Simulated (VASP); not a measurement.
# B2IrW2 (Immm) in VASP: density of states with PBE

Aim: the density of states of B2IrW2 with PBE.

Everything below comes from runs of VASP 6.6.1. Logs are shortened: lines on timing, memory, paths and dates and some standing lists are left out, and cuts for length are marked.

### Step 1. The cell of the first run

It takes space group Immm (No. 71, orthorhombic). The conventional cell has a = 3.199 Å, b = 4.596 Å, c = 7.125 Å, α = 90.00°, β = 90.00°, γ = 90.00°. Ir (site symmetry mmm) has 4 B at 2.11 Å and 8 W at 2.64 to 2.72 Å within 2.8 Å. Within 3.1 Å of W (site symmetry mm2) lie 6 B at 2.35 to 2.51 Å and 4 Ir at 2.64 to 2.72 Å and 5 W at 2.87 to 2.92 Å. B (site symmetry m2m) has 1 B at 1.84 Å and 2 Ir at 2.11 Å and 4 W at 2.35 Å within 2.4 Å.

### Step 2. Density of states, PBE

POSCAR reads:

```
B2IrW2
1.0
    0.0000000000      0.0000000000      3.1994760000
    3.5625260000     -2.2981440000      1.5997380000
    3.5625260000      2.2981440000     -1.5997380000
Ir W B
1 2 2
Direct
    0.0000000000      0.0000000000      0.0000000000
    0.5000000000      0.7050000000      0.7050000000
    0.5000000000      0.2950000000      0.2950000000
    0.8000000000      0.7000000000      0.3000000000
    0.2000000000      0.3000000000      0.7000000000
```

INCAR.step1 reads:

```
SYSTEM = B2IrW2
PREC = Accurate
ENCUT = 420
EDIFF = 1E-6
ISMEAR = -1
SIGMA = 0.1
LREAL = .FALSE.
LASPH = .TRUE.
NELM = 120
ALGO = Normal
ISIF = 2
LWAVE = .FALSE.
LCHARG = .TRUE.
LMAXMIX = 4
GGA = PE
NBANDS = 30
GGA_COMPAT = .FALSE.
NEDOS = 2001
LORBIT = 11
```

KPOINTS.step1 reads:

```
Automatic mesh
0
G
  8 8 8
  0 0 0
```

INCAR.step2 reads:

```
SYSTEM = B2IrW2
PREC = Accurate
ENCUT = 420
EDIFF = 1E-6
ISMEAR = -5
SIGMA = 0.1
LREAL = .FALSE.
LASPH = .TRUE.
NELM = 120
ALGO = Normal
ISIF = 2
LWAVE = .FALSE.
LCHARG = .FALSE.
LMAXMIX = 4
GGA = PE
LORBIT = 10
NEDOS = 1001
ICHARG = 11
GGA_COMPAT = .FALSE.
```

KPOINTS.step2 reads:

```
Automatic mesh
0
G
  12 12 12
  0 0 0
```

Potentials or basis: VASP PAW PBE potentials, release 64 (Ir, W_sv, B).

Launch:

```bash
> cat potpaw_PBE.64/Ir/POTCAR potpaw_PBE.64/W_sv/POTCAR potpaw_PBE.64/B/POTCAR > POTCAR
> cp INCAR.step1 INCAR
> cp KPOINTS.step1 KPOINTS
> mpirun -np 1 vasp_std > vasp.out
> cp INCAR.step2 INCAR
> cp KPOINTS.step2 KPOINTS
> mpirun -np 1 vasp_std > vasp.out
```

OUTCAR:

```text
SYSTEM = B2IrW2
   PREC = Accurate
   ENCUT = 420
   EDIFF = 1E-6
   ISMEAR = -5
   LREAL = .FALSE.
   LASPH = .TRUE.
   NELM = 120
   ISIF = 2
   GGA = PE
   LORBIT = 10
   ICHARG = 11

 ion  position               nearest neighbor table
   1  0.000  0.000  0.000-   4 2.11   5 2.11   4 2.11   5 2.11   3 2.64   2 2.64   3 2.64   2 2.64
                             2 2.72   3 2.72   2 2.72   3 2.72
   2  0.500  0.705  0.705-   5 2.35   4 2.35   5 2.35   4 2.35   4 2.51   5 2.51   1 2.64   1 2.64
                             1 2.72   1 2.72   3 2.87   3 2.87   3 2.87   3 2.87   3 2.92
   3  0.500  0.295  0.295-   5 2.35   4 2.35   5 2.35   4 2.35   4 2.51   5 2.51   1 2.64   1 2.64
                             1 2.72   1 2.72   2 2.87   2 2.87   2 2.87   2 2.87   2 2.92
   4  0.800  0.700  0.300-   5 1.84   1 2.11   1 2.11   2 2.35   3 2.35   3 2.35   2 2.35   2 2.51
                             3 2.51
   5  0.200  0.300  0.700-   4 1.84   1 2.11   1 2.11   3 2.35   2 2.35   2 2.35   3 2.35   3 2.51
                             2 2.51

  LATTYP: Found a body centered orthorhombic cell.
 ALAT       =     3.1994760000
 B/A-ratio  =     1.4365752392
 C/A-ratio  =     2.2269434120

  Lattice vectors:

 A1 = (  -3.5625260000,   2.2981440000,  -1.5997380000)
 A2 = (  -3.5625260000,  -2.2981440000,   1.5997380000)
 A3 = (   3.5625260000,   2.2981440000,   1.5997380000)

Analysis of symmetry for initial positions (statically):
=====================================================================
 Subroutine PRICEL returns:
 Original cell was already a primitive cell.

 Routine SETGRP: Setting up the symmetry group for a
 body centered orthorhombic supercell.

 Subroutine GETGRP returns: Found  8 space group operations
 (whereof  8 operations were pure point group operations)
 out of a pool of  8 trial point group operations.

The static configuration has the point symmetry D_2h.

Analysis of symmetry for dynamics (positions and initial velocities):
=====================================================================
 Subroutine PRICEL returns:
 Original cell was already a primitive cell.

 Routine SETGRP: Setting up the symmetry group for a
 body centered orthorhombic supercell.

 Subroutine GETGRP returns: Found  8 space group operations
 (whereof  8 operations were pure point group operations)
 out of a pool of  8 trial point group operations.

The dynamic configuration has the point symmetry D_2h.

 Subroutine INISYM returns: Found  8 space group operations
 (whereof  8 operations are pure point group operations),
 and found     1 'primitive' translations

----------------------------------------------------------------------------------------

                                     Primitive cell

  volume of cell :      52.3895

  direct lattice vectors                    reciprocal lattice vectors
     0.000000000  0.000000000  3.199476000     0.000000000  0.217566871  0.312551180
     3.562526000 -2.298144000  1.599738000     0.140349853 -0.217566871  0.000000000
     3.562526000  2.298144000 -1.599738000     0.140349853  0.217566871  0.000000000

  length of vectors
     3.199476000  4.531249167  4.531249167     0.380819621  0.258908140  0.258908140

  position of ions in fractional coordinates (direct lattice)
     0.000000000  0.000000000  0.000000000
     0.500000000  0.705000000  0.705000000
     0.500000000  0.295000000  0.295000000
     0.800000000  0.700000000  0.300000000
     0.200000000  0.300000000  0.700000000

  ion indices of the primitive-cell ions
   primitive index   ion index
                 1           1
                 2           2
                 3           3
                 4           4
                 5           5

----------------------------------------------------------------------------------------

 KPOINTS: Automatic mesh

Automatic generation of k-mesh.
 Grid dimensions read from file:
 generate k-points for:   12   12   12

 Generating k-lattice:

  Cartesian coordinates                     Fractional coordinates (reciprocal lattice)
     0.000000000  0.018130573  0.026045932     0.083333333  0.000000000 -0.000000000
     0.011695821 -0.018130573  0.000000000     0.000000000  0.083333333  0.000000000
     0.011695821  0.018130573  0.000000000     0.000000000  0.000000000  0.083333333

  Length of vectors
     0.031734968  0.021575678  0.021575678

  Shift w.r.t. Gamma in fractional coordinates (k-lattice)
     0.000000000  0.000000000  0.000000000

 TETIRR: Found   1364 inequivalent tetrahedra from    10368

 Subroutine IBZKPT returns following result:
 ===========================================

 Found    280 irreducible k-points:

 Following reciprocal coordinates:
            Coordinates               Weight
  0.000000  0.000000  0.000000      1.000000
  0.083333  0.000000  0.000000      4.000000
  0.166667  0.000000 -0.000000      4.000000
  0.250000  0.000000  0.000000      4.000000
  0.333333  0.000000  0.000000      4.000000
  0.416667  0.000000  0.000000      4.000000
[... 16 lines left out ...]
  0.250000  0.166667  0.000000      8.000000
  0.333333  0.166667  0.000000      8.000000
 [... further k-points ...]
   k-points           NKPTS =    280   k-points in BZ     NKDIM =    280   number of bands    NBANDS=     25
   number of dos      NEDOS =   1001   number of ions     NIONS =      5
   total plane-waves  NPLWV =  21600
   dimension x,y,z NGX =    24 NGY =   30 NGZ =   30
   dimension x,y,z NGXF=    48 NGYF=   60 NGZF=   60
   ions per type =               1   2   2
   NGX,Y,Z   is equivalent  to a cutoff of  12.47, 11.01, 11.01 a.u.
   NGXF,Y,Z  is equivalent  to a cutoff of  24.94, 22.01, 22.01 a.u.
 SYSTEM =  B2IrW2
   PREC   = accura    normal or accurate (medium, high low for compatibility)
   ISTART =      0    job   : 0-new  1-cont  2-samecut
   ICHARG =     11    charge: 1-file 2-atom 10-const
   ISPIN  =      1    spin polarized calculation?
   LNONCOLLINEAR =      F non collinear calculations
   LSORBIT =      F    spin-orbit coupling
   LASPH  =      T    aspherical Exc in radial PAW
   ENCUT  =  420.0 eV  30.87 Ry    5.56 a.u.   5.35  7.57  7.57*2*pi/ulx,y,z
   NELM   =    120;   NELMIN=  2; NELMDL=  0     # of ELM steps
   EDIFF  = 0.1E-05   stopping-criterion for ELM
   LREAL  =      F    real-space projection
   EDIFFG = 0.1E-04   stopping-criterion for IOM
   NSW    =      0    number of steps for IOM
   IBRION =     -1    ionic relax: 0-MD 1-quasi-New 2-CG
   NFREE  =      0    steps in history (QN), initial steepest desc. (CG)
   ISIF   =      2    stress and relaxation
   ISYM   =      2    0-nonsym 1-usesym 2-fastsym
   POTIM  = 0.5000    time-step for ionic-motion
   TEBEG  =    0.0;   TEEND  =   0.0 temperature during run
   PSTRESS=    0.0 pullay stress
   NELECT =      43.0000    total number of electrons
   NUPDOWN=      -1.0000    fix difference up-down
   EMIN   =  10.00;   EMAX   =-10.00  energy-range for DOS
   EFERMI =   0.00;   METHOD = LEGACY
   ISMEAR =    -5;   SIGMA  =   0.10  broadening in eV -4-tet -1-fermi 0-gaus
   EFERMI_NEDOS =   21; number of points for ismear=-14 and -15
   IALGO  =     38    algorithm
   IMIX   =      4    mixing-type and parameters
     AMIX     =   0.40;   BMIX     =  1.00
     AMIX_MAG =   1.60;   BMIX_MAG =  1.00
  volume/ion in A,a.u.               =      10.48        70.71
  Fermi-wavevector in a.u.,A,eV,Ry     =   1.532791  2.896555 31.966184  2.349448
  Thomas-Fermi vector in A             =   2.639948
   LORBIT       =     10    0 simple, 1 ext, 2 COOP (PROOUT), +10 PAW based schemes
   GGA     = PE    functional components
   LHFCALC =     F    Hartree Fock is set to
   AEXX    =    0.0000 exact exchange contribution
   IVDW    =     0    specifies the selected vdW correction
   LEPSILON=     F    determine dielectric tensor
   LRPA    =     F    only Hartree local field effects (RPA)
 non-spin polarized calculation
 Fermi weights with tetrahedron method with Bloechl corrections
  energy-cutoff  :      420.00
  volume of cell :       52.39
 maximum number of plane-waves:      1044
 NGX is ok and might be reduce to    24

 number of electron      42.9999998 magnetization

 Free energy of the ion-electron system (eV)
  ---------------------------------------------------
  ext. energy  EPLUGINS =         0.00000000
  ---------------------------------------------------
  free energy    TOTEN  =       -48.95577057 eV

  energy without entropy =      -48.95577057  energy(sigma->0) =      -48.95577057

 E-fermi :  12.6313     XC(G=0): -14.1158

 val. band max:       12.8164364107   @ k =   0.0000   0.5000   0.0000
 cond. band min:      12.5289987568   @ k =   0.0833   0.5000   0.2500
 fundamental gap:     -0.2874376539
 Fermi energy:        12.6312808494

 k-point     1 :       0.0000    0.0000    0.0000
  band No.  band energies     occupation
      1     -61.9834      2.00000
      2     -61.9030      2.00000
      3     -26.5541      2.00000
      4     -26.4465      2.00000
      5     -26.2287      2.00000
      6     -26.2270      2.00000
[... 17 lines left out ...]
     24      15.3872      0.00000
     25      16.0427      0.00000

 k-point     2 :       0.0833    0.0000    0.0000
  band No.  band energies     occupation
      1     -61.9806      2.00000
      2     -61.9048      2.00000
      3     -26.5325      2.00000
      4     -26.4486      2.00000
      5     -26.2545      2.00000
      6     -26.2001      2.00000
[... 17 lines left out ...]
     24      15.1776      0.00000
     25      15.5308      0.00000
[... 586 lines left out ...]
     24      15.2472      0.00000
     25      15.7067      0.00000

 k-point    24 :       0.3333    0.1667    0.0000
  band No.  band energies     occupation
      1     -61.9577      2.00000
      2     -61.9168      2.00000
      3     -26.4684      2.00000
      4     -26.4482      2.00000
      5     -26.2959      2.00000
      6     -26.2453      2.00000
[... 17 lines left out ...]
     24      14.7607      0.00000
     25      15.4753      0.00000

 [... further k-points ...]
[... 5 lines left out ...]
  --------------------------------------------------------------------------------------
  -------------------------------------------------------------------------------------
  Total       12.9929903     11.2042768     13.7260038      0.0000000     -0.0000000      0.0000000
  in kB      397.3521471    342.6496393    419.7691963      0.0000000     -0.0000000      0.0000000
  external PRESSURE =     386.5903276 kB  Pullay stress =       0.0000000 kB

 VOLUME and BASIS-vectors are now :
 -----------------------------------------------------------------------------
  energy-cutoff  :      420.00
  volume of cell :       52.39
      direct lattice vectors                 reciprocal lattice vectors
     0.000000000  0.000000000  3.199476000     0.000000000  0.217566871  0.312551180
     3.562526000 -2.298144000  1.599738000     0.140349853 -0.217566871  0.000000000
     3.562526000  2.298144000 -1.599738000     0.140349853  0.217566871  0.000000000

 POSITION                                       TOTAL-FORCE (eV/Angst)
 -----------------------------------------------------------------------------------
      0.00000      0.00000      0.00000         0.000000      0.000000      0.000000
      5.02316      0.00000      1.59974        -2.099100      0.000000      0.000000
      2.10189      0.00000      1.59974         2.099100      0.000000      0.000000
      3.56253     -0.91926      3.19948         0.000000      1.528038     -0.000000
      3.56253      0.91926     -0.00000         0.000000     -1.528038     -0.000000
 -----------------------------------------------------------------------------------
    total drift:                                0.000000     -0.000000      0.000000

  FREE ENERGIE OF THE ION-ELECTRON SYSTEM (eV)
  ---------------------------------------------------
  free  energy   TOTEN  =       -48.9557705688 eV

  energy  without entropy=      -48.9557705688  energy(sigma->0) =      -48.95577057

 total charge

# of ion       s       p       d       tot
------------------------------------------
    1        0.817   1.118   7.427   9.361
    2        2.336   6.370   3.479  12.185
    3        2.336   6.370   3.479  12.185
    4        0.682   1.265   0.000   1.947
    5        0.682   1.265   0.000   1.947
--------------------------------------------------
tot          6.852  16.388  14.384  37.625
```

Run time: 7.3 min. Hardware: 1 thread of AMD EPYC 7R13, shared host; peak memory 0.34 GiB.

What came out:

```
Valence electrons inside the program's atomic spheres : Ir 9.36; W 12.19; B 1.95
```

Levels at points of the mesh, in eV from the Fermi level:
```csv
k point,band 19,band 20,band 21,band 22,band 23,band 24,band 25
"(0.00, 0.00, 0.00)",-2.88,-1.57,-0.94,-0.27,2.38,2.76,3.41
"(0.50, 0.00, 0.00)",-2.26,-1.78,-1.60,0.95,1.13,1.64,1.99
"(0.00, 0.50, 0.00)",-2.77,-2.41,0.19,0.55,0.77,0.83,0.96
"(0.50, 0.50, 0.00)",-3.05,-1.90,-1.72,-0.12,2.00,2.50,2.77
"(0.00, 0.50, 0.50)",-2.66,-1.48,-0.84,-0.44,-0.28,0.25,1.43
```

Caveat: spin-orbit coupling is left out, which moves the levels of the heavy elements; tetrahedron occupations give inexact forces and stress in metals.
